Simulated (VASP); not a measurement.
Wanted: the native input for a VASP 6.6.1 run.

```yaml
Task: single point
Functional: PBE
Potentials_or_basis: VASP PAW PBE potentials, release 64 (Nb_sv, Sn_d)
Cutoff: 500 eV
k_mesh: 8 × 8 × 8
Occupations: gaussian, width 0.1 eV
Spin: no spin polarisation
Dipole_correction: no
Further_INCAR_settings: ALGO = Normal; EDIFF = 1e-06; NBANDS = 63
```

The structure of Nb3Sn lies in POSCAR:

```
Nb3Sn
1.0
    5.3192625886      0.0000000000      0.0000000000
    0.0000000000      5.3192625886      0.0000000000
    0.0000000000      0.0000000000      5.3192625886
Nb Sn
6 2
Direct
    0.2500000000      0.0000000000      0.5000000000
    0.5000000000      0.7500000000      0.0000000000
    0.7500000000      0.0000000000      0.5000000000
    0.5000000000      0.2500000000      0.0000000000
    0.0000000000      0.5000000000      0.7500000000
    0.0000000000      0.5000000000      0.2500000000
    0.0000000000      0.0000000000      0.0000000000
    0.5000000000      0.5000000000      0.5000000000
```

These files were run (other wordings do the same):

INCAR

```
  ALGO = Normal
  EDIFF = 1E-6
  ENCUT = 500
  GGA = PE
  GGA_COMPAT = False
  ISIF = 2
  ISMEAR = 0
  LASPH = True
  LCHARG = False
  LREAL = False
  LWAVE = False
  NBANDS = 63
  NELM = 120
  PREC = Accurate
  SIGMA = 0.1
```

KPOINTS

```
k-points
0
Gamma
  8 8 8
```

Potentials or basis: VASP PAW PBE potentials, release 64 (Nb_sv, Sn_d).

Command:

```sh
$ cat potpaw_PBE.64/Nb_sv/POTCAR potpaw_PBE.64/Sn_d/POTCAR > POTCAR
$ mpirun -np 1 vasp_std > vasp.out
```

Results of the run:

* Pressure: -0.3 GPa
* Band gap on the k mesh: zero (bands 53 and 54 overlap by 0.57 eV)

Caveat: spin-orbit coupling is left out, which moves the levels of the heavy elements.

Run time: 6.4 min on 1 thread of Oxide Virtual Turin-like Processor, on a shared host, peak memory 0.34 GiB.
